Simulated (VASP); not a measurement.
**Hf: relaxation of shape and atoms at fixed volume with PBE**

Crystal: Hf.

```xyz
1
Lattice="2.4985 0.0000 0.0000 -1.2492 2.1637 0.0000 0.0000 0.0000 2.5066" Properties=species:S:1:pos:R:3 pbc="T T T"
Hf    0.0000    0.0000    0.0000
```

This isn't the form of Hf at room conditions, which is hcp.

| Item | Value |
| --- | --- |
| Program | VASP 6.6.1 |
| Task | relaxation of shape and atoms at fixed volume |
| Functional | PBE |
| Potentials or basis | VASP PAW PBE potentials, release 64 (Hf_pv) |
| Cutoff | 600 eV |
| k mesh | 16 × 16 × 15 |
| Occupations | fermi-dirac, width 0.1 eV |
| Spin | no spin polarisation |
| Dipole correction | no |
| Further INCAR settings | ALGO = Normal; EDIFF = 1e-07; IBRION = 2; EDIFFG = -0.005; NSW = 50; ISIF = 4 |

The energy gained by relaxing is 36.5 meV/atom and the ionic steps are 4. The pressure after relaxing is 129.9 GPa and the band gap on the k mesh is zero (bands 5 and 6 overlap by 2.48 eV).

The path:
| step | energy change (eV) | largest force (eV/Å) | pressure (GPa) | volume (Å³) |
| --- | --- | --- | --- | --- |
| 1 | 0.0000 | 0.0000 | 131.28 | 13.55 |
| 2 | 0.2007 | 0.0000 | 134.59 | 13.55 |
| 3 | -0.0362 | 0.0000 | 129.93 | 13.55 |
| 4 | -0.0365 | 0.0000 | 129.86 | 13.55 |

Final structure:
```
Hf
1.0
     2.53166    0.00000    0.00000
    -1.26583    2.19248    0.00000
     0.00000    0.00000    2.44132
Hf
1
Direct
  0.00000 0.00000 0.00000
```

Levels at points of the mesh, in eV from the Fermi level:
```tsv
k point	band 1	band 2	band 3	band 4	band 5	band 6	band 7	band 8	band 9
(0.00, 0.00, 0.00)	-28.36	-28.03	-28.03	-7.95	-3.61	1.65	1.65	11.71	11.71
(0.50, 0.00, 0.00)	-32.31	-29.01	-27.78	-5.45	-1.52	3.70	3.90	9.92	12.69
```

Run time: 100 s on 1 thread of Intel Xeon 8259CL (shared host), peak memory 0.16 GiB.

Caveat: spin-orbit coupling is left out, which moves the levels of the heavy elements.
